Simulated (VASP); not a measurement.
Runs of VASP 6.6.1 on AlN. The structure is that of space group Fm-3m (No. 225), or close to it. The cells are those of the table. 

```csv
cell,gap on the mesh (eV),pressure (GPa)
"a = 2.942, b = 2.942, c = 2.920 Å, angles 60.2, 60.2, 59.5°, 2 atoms",3.77,-13.2
"a = 2.791 Å, angles 60.0°, 2 atoms",(c),27.6
"a = 2.900, b = 2.900, c = 2.834 Å, angles 60.7, 60.7, 58.5°, 2 atoms",4.12,1.1
"a = 2.856, b = 2.856, c = 2.877 Å, angles 59.8, 59.8, 60.5°, 2 atoms",4.44,4.0
"a = 2.813, b = 2.813, c = 2.791 Å, angles 60.3, 60.3, 59.5°, 2 atoms",5.05,22.5
"a = 2.921, b = 2.921, c = 2.964 Å, angles 59.5, 59.5, 61.0°, 2 atoms",3.66,-12.9
"a = 2.964 Å, angles 60.0°, 2 atoms",3.62,-18.7
"a = 2.834 Å, angles 60.0°, 2 atoms",(a),12.5
"a = 2.899, b = 2.899, c = 2.920 Å, angles 59.8, 59.8, 60.5°, 2 atoms",4.03,-7.0
"a = 2.834, b = 2.834, c = 2.877 Å, angles 59.5, 59.5, 61.0°, 2 atoms",4.47,(b)
"a = 2.942, b = 2.942, c = 2.964 Å, angles 59.8, 59.8, 60.5°, 2 atoms",3.63,-16.0
"a = 2.920 Å, angles 60.0°, 2 atoms",4.01,-10.3
```

Alike in all rows: task single point; level PBE; potentials or basis VASP PAW PBE potentials, release 64 (Al, N); no spin polarisation; k mesh 10 × 10 × 10; cutoff (eV) 520; smearing gaussian 0.05 eV.

**Question.** Estimate the missing entries.

**Answer.** (a) 4.86; (b) 8.6; (c) 5.17.

A k mesh can miss the band edges.
